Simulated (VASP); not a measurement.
# Ti6H in VASP: further runs, part 2 of 2

VASP 6.6.1. The steps go on from the part before.

## (4) Single point, PBE

File INCAR:

```
ALGO     = Normal         # electronic algorithm
DIPOL    = 0.5 0.5 0.328
EDIFF    = 1E-6           # SCF threshold, eV
ENCUT    = 520            # plane-wave cutoff, eV
GGA      = PE             # functional
IDIPOL   = 3            
ISIF     = 2              # what is computed and relaxed
ISMEAR   = 0              # smearing method
LASPH    = True           # aspherical terms in the spheres
LCHARG   = False          # write CHGCAR
LDIPOL   = True         
LREAL    = False          # projectors in reciprocal space
LWAVE    = False          # write WAVECAR
NBANDS   = 86             # bands
NELM     = 80             # most SCF steps
PREC     = Accurate       # precision mode
SIGMA    = 0.1            # smearing width, eV
```

File KPOINTS:

```
k-points
0
Gamma
  5 6 1
```

File POSCAR:

```
Ti6H
1.0
    5.6639455763      0.0000000000      0.0000000000
    0.0000000000      4.5793473381      0.0000000000
    0.0000000000      0.0000000000     24.5506933039
Ti H
12 2
Direct
    0.2500000000      0.0000000000      0.1629281891
    0.7500000000      0.0000000000      0.1629281891
    0.0000000000      0.5000000000      0.2167736627
    0.5000000000      0.5000000000      0.2167736627
    0.2500000000      0.0000000000      0.2706191363
    0.7500000000      0.0000000000      0.2706191363
    0.2500000000      0.5000000000      0.3256599435
    0.7500000000      0.5000000000      0.3256599435
    0.0000000000      0.0000000000      0.3779650127
    0.5000000000      0.0000000000      0.3779650127
    0.2500000000      0.5000000000      0.4297513383
    0.7500000000      0.5000000000      0.4297513383
   -0.0573804949      0.0000000000      0.5132520352
    0.0573804949      0.0000000000      0.5132520352
```

The run is started by

```bash
$ cat potpaw_PBE.64/Ti_sv/POTCAR potpaw_PBE.64/H/POTCAR > POTCAR
$ mpirun -np 1 vasp_std > vasp.out
```

It took 65 min on 1 thread of Intel Xeon 8259CL, shared host; peak memory 0.9 GiB.

Results (log left out):

```
Free energy            : -93.2045 eV
Largest force          : 5.040 eV/Å
Band gap on the k mesh : zero (bands 73 and 74 overlap by 0.12 eV)
```

Forces in eV/Å, atoms in the order of the input:
```
Ti   0.000  0.000  0.384
Ti   0.000  0.000  0.384
Ti   0.000  0.000 -0.011
Ti   0.000  0.000 -0.008
Ti   0.019  0.000 -0.349
Ti  -0.019  0.000 -0.349
Ti  -0.003  0.000  0.016
Ti   0.003  0.000  0.016
Ti   0.000  0.000 -0.075
Ti   0.000  0.000 -0.002
Ti   0.135  0.000 -0.201
Ti  -0.135  0.000 -0.201
H   -5.036  0.000  0.198
H    5.036  0.000  0.198
```

Levels at points of the mesh, in eV from the Fermi level:
```
           k point  band 70  band 71  band 72  band 73  band 74  band 75  band 76  band 77
(0.00, 0.00, 0.00)    -0.61    -0.37    -0.16    -0.03     0.05     0.06     0.20     0.27
(0.00, 0.50, 0.00)    -0.25    -0.22    -0.22    -0.18     0.23     0.27     0.36     0.41
```

## (5) Single point, PBE

File INCAR:

```
PREC = Accurate
ENCUT = 520
EDIFF = 1E-6
ISMEAR = 0
SIGMA = 0.1
LREAL = F
LASPH = T
NELM = 100
ALGO = Normal
ISIF = 2
LWAVE = F
LCHARG = F
LDIPOL = T
IDIPOL = 3
DIPOL = 0.5 0.5 0.319
GGA = PE
NBANDS = 86
```

File KPOINTS:

```
regular mesh
0
Gamma
  5 6 1
```

Edit POSCAR of step 4 so:

```diff
@@ -20,3 +20,3 @@
     0.7500000000      0.5000000000      0.4297513383
-   -0.0573804949      0.0000000000      0.5132520352
-    0.0573804949      0.0000000000      0.5132520352
+   -0.2339358636      0.0000000000      0.4480807596
+    0.2339358636      0.0000000000      0.4480807596
```

The run is started by

```bash
$ cat potpaw_PBE.64/Ti_sv/POTCAR potpaw_PBE.64/H/POTCAR > POTCAR
$ mpirun -np 1 vasp_std > vasp.out
```

Run time: 1.5 h. Hardware: 1 thread of Intel Xeon 8259CL, shared host; peak memory 0.91 GiB.

The run converged. Its results:

```
Free energy            : -94.9084 eV
Largest force          : 1.051 eV/Å
Band gap on the k mesh : zero (bands 73 and 74 overlap by 0.18 eV)
```

Forces on the atoms (eV/Å):
```
Ti  -0.001  0.000  0.421
Ti   0.001  0.000  0.421
Ti   0.000  0.000 -0.033
Ti   0.000  0.000 -0.037
Ti   0.008  0.000 -0.373
Ti  -0.008  0.000 -0.373
Ti   0.001  0.000 -0.091
Ti  -0.001  0.000 -0.091
Ti   0.000  0.000  1.051
Ti   0.000  0.000  0.997
Ti   0.016  0.000  0.082
Ti  -0.016  0.000  0.082
H   -0.142  0.000 -1.027
H    0.142  0.000 -1.027
```

Levels at points of the mesh, in eV from the Fermi level:
| k point | band 70 | band 71 | band 72 | band 73 | band 74 | band 75 |
| --- | --- | --- | --- | --- | --- | --- |
| (0.00, 0.00, 0.00) | -0.52 | -0.24 | -0.07 | -0.05 | -0.01 | 0.05 |
| (0.00, 0.50, 0.00) | -0.27 | -0.24 | -0.18 | 0.09 | 0.16 | 0.25 |

## (6) Single point, PBE

File INCAR:

```
ALGO = Normal
DIPOL = 0.5 0.5 0.324
EDIFF = 1E-6
ENCUT = 520
GGA = PE
IDIPOL = 3
ISIF = 2
ISMEAR = 0
LASPH = T
LCHARG = F
LDIPOL = T
LREAL = F
LWAVE = F
NBANDS = 86
NELM = 60
PREC = Accurate
SIGMA = 0.1
```

File KPOINTS:

```
k-points
0
Gamma
  5 6 1
```

Edit POSCAR of step 5 so:

```diff
@@ -20,3 +20,3 @@
     0.7500000000      0.5000000000      0.4297513383
-   -0.2339358636      0.0000000000      0.4480807596
-    0.2339358636      0.0000000000      0.4480807596
+   -0.0662082633      0.0000000000      0.4871835250
+    0.0662082633      0.0000000000      0.4871835250
```

Potentials or basis: VASP PAW PBE potentials, release 64 (Ti_sv, H).

The run is started by

```bash
$ cat potpaw_PBE.64/Ti_sv/POTCAR potpaw_PBE.64/H/POTCAR > POTCAR
$ mpirun -np 1 vasp_std > vasp.out
```

Wall time 83 min (1 thread of Intel Xeon 8259CL, shared host); peak memory 0.89 GiB.

The run converged. Its results:

* Free energy: -93.2523 eV
* Largest force: 1.061 eV/Å
* Band gap on the k mesh: zero (bands 73 and 74 overlap by 0.11 eV)

Forces on the atoms (eV/Å):
```
Ti  -0.006  0.000  0.406
Ti   0.006  0.000  0.406
Ti   0.000  0.000 -0.055
Ti   0.000  0.000 -0.031
Ti   0.027  0.000 -0.366
Ti  -0.027  0.000 -0.366
Ti  -0.030  0.000  0.118
Ti   0.030  0.000  0.118
Ti   0.000  0.000  0.215
Ti   0.000  0.000 -0.090
Ti   0.278  0.000 -0.225
Ti  -0.278  0.000 -0.225
H   -1.060  0.000  0.047
H    1.060  0.000  0.047
```

Levels at points of the mesh, in eV from the Fermi level:
```
           k point  band 69  band 70  band 71  band 72  band 73  band 74  band 75  band 76  band 77  band 78
(0.00, 0.00, 0.00)    -0.66    -0.60    -0.41    -0.17    -0.04     0.01     0.04     0.24     0.27     0.31
(0.00, 0.50, 0.00)    -0.27    -0.27    -0.25    -0.17    -0.07     0.23     0.31     0.33     0.47     0.55
```

## (7) Overview

```csv
cell,gap on the mesh (eV),largest force (eV/Å)
"as given, atomic positions A",none,1.06
"as given, atomic positions B",none,7.90
"as given, atomic positions C",none,5.04
"as given, atomic positions D",none,1.05
"as given, atomic positions E",none,1.06
```

Alike in all rows: task single point; level PBE; potentials or basis VASP PAW PBE potentials, release 64 (Ti_sv, H); no spin polarisation; k mesh 5 × 6 × 1; cutoff (eV) 520; smearing gaussian 0.1 eV.

Absolute energies hang on the potentials; compare differences alone.
